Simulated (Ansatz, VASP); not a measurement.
## CdO5: VASP beside Ansatz

The input INCAR:

```
PREC = Accurate
ENCUT = 520
EDIFF = 1E-7
ISMEAR = 0
SIGMA = 0.1
LREAL = False
LASPH = True
NELM = 150
ALGO = Normal
ISIF = 2
LWAVE = False
LCHARG = True
ISPIN = 2
MAGMOM = 0 1 1 1 1 1
LORBIT = 11
GGA = PE
LELF = True
LVHAR = True
NBANDS = 34
```

KPOINTS

```
Automatic mesh
0
Gamma
  6 6 4
```

The input POSCAR:

```
CdO5
1.0
    3.4637457600      0.0000000000      0.0000000000
   -1.7318728800      2.9996918200      0.0000000000
    0.0000000000      0.0000000000      6.3729934400
Cd O
1 5
Direct
    0.0000000000      0.0000000000      0.0000000000
    0.0000000000      0.0000000000      0.7247037700
    0.0000000000      0.0000000000      0.2752962300
    0.5000000000      0.0000000000      0.0000000000
    0.0000000000      0.5000000000      0.0000000000
    0.5000000000      0.5000000000      0.0000000000
```

Input for Ansatz:

```yaml
crystal:
  lattice:
    - [3.46374576, 0.0, 0.0]
    - [-1.73187288, 2.99969182, 0.0]
    - [0.0, 0.0, 6.37299344]
  atoms:
    - { symbol: Cd, position: [0.0, 0.0, 0.0] }
    - { symbol: O, position: [0.0, 0.0, 0.72470377], spin: 1.0 }
    - { symbol: O, position: [0.0, 0.0, 0.27529623], spin: 1.0 }
    - { symbol: O, position: [0.5, 0.0, 0.0], spin: 1.0 }
    - { symbol: O, position: [0.0, 0.5, 0.0], spin: 1.0 }
    - { symbol: O, position: [0.5, 0.5, 0.0], spin: 1.0 }
basis:
  ecutwfc: 420
kpoints:
  mp_grid: { grid: [6, 6, 4] }
hamiltonian:
  xc: pbe
scf:
  occupations: { method: gaussian, width: 0.1 }
  lower_state_search: "off"
output:
  forces: true
  stress: true
  eigenvalues: true
  populations: true
magnetization:
  spin_polarized: true
```

Alike in both runs: task single point; functional PBE; k mesh 6 × 6 × 4; occupations gaussian, width 0.1 eV; collinear spin.

```csv
,VASP,Ansatz
version,VASP 6.6.1,Ansatz 0.2.0
potentials or method,"VASP PAW PBE potentials, release 64 (Cd, O), cutoff 520 eV","scalar-relativistic, plane waves, PAW"
valence electrons in the cell,42,50
```

|  | VASP | Ansatz | Ansatz less VASP |
| --- | --- | --- | --- |
| gap on the k mesh at the Fermi level (eV) | none | none | - |
| rms of the force components (eV/Å) | 2.774 | 2.253 | -0.5215 |
| net moment per atom (μB) | 0.30 | 0.33 | +0.036 |
| size of the moment on the site where the two differ most (μB) | 0.04 | 0.09 | +0.052 |

Site moments also hang on the region over which each program counts them. Atom by atom the forces differ by 0.521 eV/Å (rms over components). A gap of «none» marks a metal or a gap that the smearing closes. VASP's potentials hold 42 valence electrons a cell and Ansatz's 50, so a difference there can come from the potentials and not from the codes.
